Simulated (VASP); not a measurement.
Input of a VASP 6.6.1 run:

INCAR

```
SYSTEM = Pd
PREC     = Accurate       ! precision mode
ENCUT    = 520            ! plane-wave cutoff, eV
EDIFF    = 1E-7           ! SCF threshold, eV
ISMEAR   = -1             ! smearing method
SIGMA    = 0.1            ! smearing width, eV
LREAL    = .False.        ! projectors in reciprocal space
LASPH    = .True.         ! aspherical terms in the spheres
NELM     = 80             ! most SCF steps
ALGO     = Normal         ! electronic algorithm
ISIF     = 2              ! what is computed and relaxed
LWAVE    = .False.        ! write WAVECAR
LCHARG   = .False.        ! write CHGCAR
GGA      = B5             ! functional
ALDAX    = 1.0          
AGGAX    = 1.0          
AGGAC    = 1.0          
ALDAC    = 0.0          
NBANDS   = 11             ! bands
```

Contents of KPOINTS:

```
regular mesh
0
Gamma
  13 13 13
  0 0 0
```

POSCAR

```
Pd
1.0
    2.5583373998      0.0000000000      0.0000000000
    0.0000000000      2.5583373998      0.0000000000
    0.0000000000      0.0000000000      2.5583373998
Pd
1
Direct
    0.0000000000      0.0000000000      0.0000000000
```

Potentials or basis: VASP PAW PBE potentials, release 64 (Pd).

Launch:

```console
$ cat potpaw_PBE.64/Pd/POTCAR > POTCAR
$ mpirun -np 1 vasp_std > vasp.out
```

(1) Estimate the pressure.

(2) What does it give for the band gap on the k mesh?

## Answers

(1) 18.0 GPa.

(2) zero (band 5 reaches 9.81 eV, above the bottom of band 6 at 7.91 eV).

Caveat: the PAW data sets were made with another functional, which shifts forces and pressure a little.
